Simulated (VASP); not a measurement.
A run of VASP 6.6.1:

POSCAR

```
CdS
1.0
    4.1121470157      0.0000000000      0.0000000000
   -2.0560735078      3.5612237797      0.0000000000
    0.0000000000      0.0000000000      6.7659754197
Cd S
2 2
Direct
    0.3333333333      0.6666666667      0.0005890635
    0.6666666667      0.3333333333      0.5005890635
    0.3333333333      0.6666666667      0.3744109365
    0.6666666667      0.3333333333      0.8744109365
```

INCAR.step1

```
SYSTEM = CdS
PREC = Accurate
ENCUT = 520
ISMEAR = 0
SIGMA = 0.01
LREAL = .FALSE.
LASPH = .TRUE.
NELM = 80
NBANDS = 26
GGA = PE
ALGO = Normal
EDIFF = 1E-4
LWAVE = .TRUE.
LCHARG = .FALSE.
```

File INCAR.step2:

```
SYSTEM = CdS
PREC = Accurate
ENCUT = 520
EDIFF = 1E-7
ISMEAR = 0
SIGMA = 0.01
LREAL = .FALSE.
LASPH = .TRUE.
NELM = 80
ALGO = Normal
ISIF = 2
LWAVE = .FALSE.
LCHARG = .FALSE.
METAGGA = R2SCAN
LMIXTAU = .TRUE.
NBANDS = 26
ISTART = 1
```

The input KPOINTS:

```
Automatic mesh
0
G
  12 12 4
  0 0 0
```

Potentials or basis: VASP PAW PBE potentials, release 64 (Cd, S).

The run is started by

```sh
$ cat potpaw_PBE.64/Cd/POTCAR potpaw_PBE.64/S/POTCAR > POTCAR
$ cp INCAR.step1 INCAR
$ mpirun -np 1 vasp_std > vasp.out
$ cp INCAR.step2 INCAR
$ mpirun -np 1 vasp_std > vasp.out
```

Hardware: 1 thread of Intel(R) Xeon(R) 6975P-C (Granite Rapids), with other jobs on the host.

**Question.** How long does it take, and how much memory?

**Answer.** Run time: 3.8 min on 1 thread of Intel(R) Xeon(R) 6975P-C (Granite Rapids), on a shared host, peak memory 0.3 GiB. Counts: k points 57.
